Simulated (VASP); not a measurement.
A run of VASP 6.6.1:

The input INCAR:

```
SYSTEM = Be5Pt
AGGAC = 1.0
AGGAX = 1.0
ALDAC = 0.0
ALDAX = 1.0
ALGO = Normal
EDIFF = 1E-6
ENCUT = 600
GGA = B5
GGA_COMPAT = .FALSE.
ISIF = 2
ISMEAR = -1
LASPH = .TRUE.
LCHARG = .FALSE.
LREAL = .FALSE.
LWAVE = .FALSE.
NBANDS = 19
NELM = 120
PREC = Accurate
SIGMA = 0.15
```

File KPOINTS:

```
k-points
0
G
  7 7 7
  0 0 0
```

File POSCAR:

```
Be5Pt
1.0
    0.0000000000      2.9813020000      2.9813020000
    2.9813020000      0.0000000000      2.9813020000
    2.9813020000      2.9813020000      0.0000000000
Be Pt
5 1
Direct
    0.2500000000      0.2500000000      0.2500000000
    0.6242630000      0.6242630000      0.1272120000
    0.6242630000      0.1272120000      0.6242630000
    0.1272120000      0.6242630000      0.6242630000
    0.6242630000      0.6242630000      0.6242630000
    0.0000000000      0.0000000000      0.0000000000
```

Potentials or basis: VASP PAW PBE potentials, release 64 (Be, Pt).

The run is started by

```console
$ cat potpaw_PBE.64/Be/POTCAR potpaw_PBE.64/Pt/POTCAR > POTCAR
$ mpirun -np 1 vasp_std > vasp.out
```

Hardware: 1 thread of AMD EPYC 7R43 64-Core Processor (Zen 3), on a shared host.

**Question.** How long does it take, and how much memory?

**Answer.** It took 49 s on 1 thread of AMD EPYC 7R43 64-Core Processor (Zen 3), with other jobs on the host, peak memory 0.17 GiB. Counts: scf iterations 14, k points 20.
